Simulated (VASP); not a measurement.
## CaLa2Cd3: relaxation of cell and atoms with PBE

The system is CaLa2Cd3.

```xyz
6
Lattice="3.1470 1.8169 4.6269 -3.1470 1.8169 4.6269 0.0000 -3.6339 4.6269" Properties=species:S:1:pos:R:3 pbc="T T T"
Ca    0.0000    0.0000    6.9403
La    0.0000    0.0000   12.1045
La    0.0000    0.0000    1.7760
Cd    0.0000    1.8169    4.6269
Cd   -1.5735   -0.9085    4.6269
Cd    1.5735   -0.9085    4.6269
```

```
Program                : VASP 6.6.1
Task                   : relaxation of cell and atoms
Functional             : PBE
Potentials or basis    : VASP PAW PBE potentials, release 64 (Ca_sv, La, Cd)
Cutoff                 : 600 eV
k mesh                 : 3 × 3 × 3
Occupations            : gaussian, width 0.1 eV
Spin                   : no spin polarisation
Dipole correction      : no
Further INCAR settings : ALGO = Fast; EDIFF = 1e-06; IBRION = 2; EDIFFG = -0.04; NSW = 90; ISIF = 3
```

| Property | Result |
| --- | --- |
| Relaxed volume | 29.30 Å³/atom |
| Relaxed cell | a = 6.320 Å, b = 6.320 Å, c = 6.320 Å, α = 59.33°, β = 59.33°, γ = 59.33° |
| Space group after relaxing (to 0.05 Å) | R-3m (No. 166) |
| Energy gained by relaxing | 81.7 meV/atom |
| Ionic steps | 16 |
| Pressure after relaxing | 0.1 GPa |
| Largest force after relaxing | 0.005 eV/Å |
| Band gap on the k mesh | zero (band 34 reaches 4.83 eV, above the bottom of band 35 at 4.48 eV) |

Forces in eV/Å, atoms in the order of the input:
```
Ca   0.000  0.000  0.000
La   0.000  0.000  0.005
La   0.000  0.000 -0.005
Cd   0.000  0.000  0.000
Cd   0.000  0.000  0.000
Cd   0.000  0.000  0.000
```

Stress tensor (GPa, compression positive):
```
 0.16  0.00  0.00
 0.00  0.16  0.00
 0.00  0.00 -0.01
```

The path:
```csv
step,energy change (eV),largest force (eV/Å),pressure (GPa),volume (Å³)
1,0.0000,0.4245,5.74,158.74
2,21.1915,0.0266,-4.11,181.43
3,-0.2554,0.0597,0.79,173.00
4,-0.3878,0.1035,0.48,175.38
5,-0.4012,0.0566,-0.18,178.39
6,-0.4051,0.0465,-0.36,179.40
7,-0.4063,0.0414,-0.44,179.85
8,-0.4398,0.0081,-0.27,178.65
9,-0.4821,0.1167,0.29,174.79
10,-0.4837,0.1003,0.17,175.43
11,-0.4838,0.1053,0.20,175.26
12,-0.4858,0.0930,-0.09,176.50
13,-0.4858,0.0962,-0.11,176.59
14,-0.4878,0.0733,-0.06,176.39
15,-0.4891,0.0508,0.00,176.19
16,-0.4901,0.0051,0.10,175.79
```

Final structure:
```
Ca La Cd
1.0
     3.12797    1.80594    5.18652
    -3.12797    1.80594    5.18652
     0.00000   -3.61187    5.18652
Ca La Cd
1 2 3
Direct
  0.50000 0.50000 0.50000
  0.87086 0.87086 0.87086
  0.12914 0.12914 0.12914
  0.50000 0.50000 0.00000
  0.00000 0.50000 0.50000
  0.50000 0.00000 0.50000
```

Levels at points of the mesh, in eV from the Fermi level:
| k point | band 31 | band 32 | band 33 | band 34 | band 35 | band 36 | band 37 | band 38 |
| --- | --- | --- | --- | --- | --- | --- | --- | --- |
| (0.00, 0.00, 0.00) | -1.07 | -1.07 | -0.94 | -0.36 | -0.29 | -0.25 | -0.25 | 1.22 |

Run time: 25 min on 1 thread of Intel(R) Xeon(R) 6975P-C (Granite Rapids), with other jobs on the host, peak memory 0.38 GiB.

Caveat: the k points lie up to 0.41 Å⁻¹ apart in the final cell; spin-orbit coupling is left out, which moves the levels of the heavy elements.
